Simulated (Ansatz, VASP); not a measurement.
One calculation of Hg, two programs

```
Hg
1.0
     0.00000    3.33034    3.33034
     3.33034    0.00000    3.33034
     3.33034    3.33034    0.00000
Hg
2
Direct
  0.76250 0.91250 0.91250
  0.23750 0.08750 0.08750
```

Change from the starting cell: shortest bond scaled by 0.7, PAW files.

Alike in both runs: task electric field gradients; functional PBE; k mesh 8 × 8 × 8; occupations fermi-dirac, width 0.05 eV; no spin polarisation.

|  | VASP | Ansatz |
| --- | --- | --- |
| version | VASP 6.6.1 | Ansatz 0.2.0 |
| potentials or method | VASP PAW PBE potentials, release 64 (Hg_sv_GW) | PAW with Ansatz's default frozen-core files, scalar-relativistic |
| plane-wave cutoff (eV) | 410 | 420 |
| valence electrons in the cell | 40 | 40 |

```csv
,VASP,Ansatz,Ansatz less VASP
rms of the force components (eV/Å),13.842,13.603,-0.2397
size of Vzz on the site where it differs most (V/Å²),466.4,418.6,-47.73
```

Atom by atom the forces differ by 0.240 eV/Å (rms over components).

Neither program's run includes spin-orbit coupling.
